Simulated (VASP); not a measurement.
Wanted: the native input for a VASP 6.6.1 run.

```yaml
Task: single point
Functional: r2SCAN
Potentials_or_basis: VASP PAW PBE potentials, release 64 (Fe, Si)
Cutoff: 520 eV
k_mesh: 16 × 16 × 8
Occupations: gaussian, width 0.1 eV
Spin: collinear spin, ferromagnetic start
Starting_moments: "[0.18, 0.0, 0.0] μB"
Dipole_correction: no
Further_INCAR_settings: ALGO = Normal; EDIFF = 1e-06; NBANDS = 19
```

Crystal: FeSi2.

```
Fe Si
1.0
     2.55438    0.00000    0.00000
     0.00000    2.55438    0.00000
     0.00000    0.00000    4.95289
Fe Si
1 2
Direct
  0.00000 0.00000 0.00000
  0.50000 0.50000 0.27487
  0.50000 0.50000 0.72513
```

This cell differs from its parent crystal: volume scaled by 0.88, then relaxed in part.

One way to write it, as run:

POSCAR

```
FeSi2
1.0
    2.5543791095      0.0000000000      0.0000000000
    0.0000000000      2.5543791095      0.0000000000
    0.0000000000      0.0000000000      4.9528918229
Fe Si
1 2
Direct
    0.0000000000      0.0000000000      0.0000000000
    0.5000000000      0.5000000000      0.2748722574
    0.5000000000      0.5000000000      0.7251277426
```

INCAR.step1

```
PREC = Accurate
ENCUT = 520
ISMEAR = 0
SIGMA = 0.1
LREAL = False
LASPH = True
NELM = 150
ISPIN = 2
MAGMOM = 0.18 0 0
LMAXMIX = 4
NBANDS = 19
GGA = PE
ALGO = Normal
EDIFF = 1E-4
LWAVE = True
LCHARG = False
```

INCAR.step2

```
PREC = Accurate
ENCUT = 520
EDIFF = 1E-6
ISMEAR = 0
SIGMA = 0.1
LREAL = False
LASPH = True
NELM = 150
ALGO = Normal
ISIF = 2
LWAVE = False
LCHARG = False
ISPIN = 2
MAGMOM = 0.18 0 0
LORBIT = 11
LMAXMIX = 4
METAGGA = R2SCAN
LMIXTAU = True
NBANDS = 19
ISTART = 1
```

KPOINTS

```
regular mesh
0
Gamma
  16 16 8
```

Potentials or basis: VASP PAW PBE potentials, release 64 (Fe, Si).

Run with:

```console
$ cat potpaw_PBE.64/Fe/POTCAR potpaw_PBE.64/Si/POTCAR > POTCAR
$ cp INCAR.step1 INCAR
$ mpirun -np 1 vasp_std > vasp.out
$ cp INCAR.step2 INCAR
$ mpirun -np 1 vasp_std > vasp.out
```

It gave:

```
Pressure                                              : 33.7 GPa
Largest force                                         : 0.057 eV/Å
Band gap on the k mesh                                : zero (filled and empty bands overlap)
Net moment                                            : 0.00 μB per cell
Valence electrons inside the program's atomic spheres : Fe 8.29; Si 1.74
```

Caveat: the PAW data sets were made with another functional, which shifts forces and pressure a little.

Run time: 12 min on 1 thread of AMD EPYC 9R45 96-Core Processor (Zen 5) (shared host), peak memory 0.29 GiB.
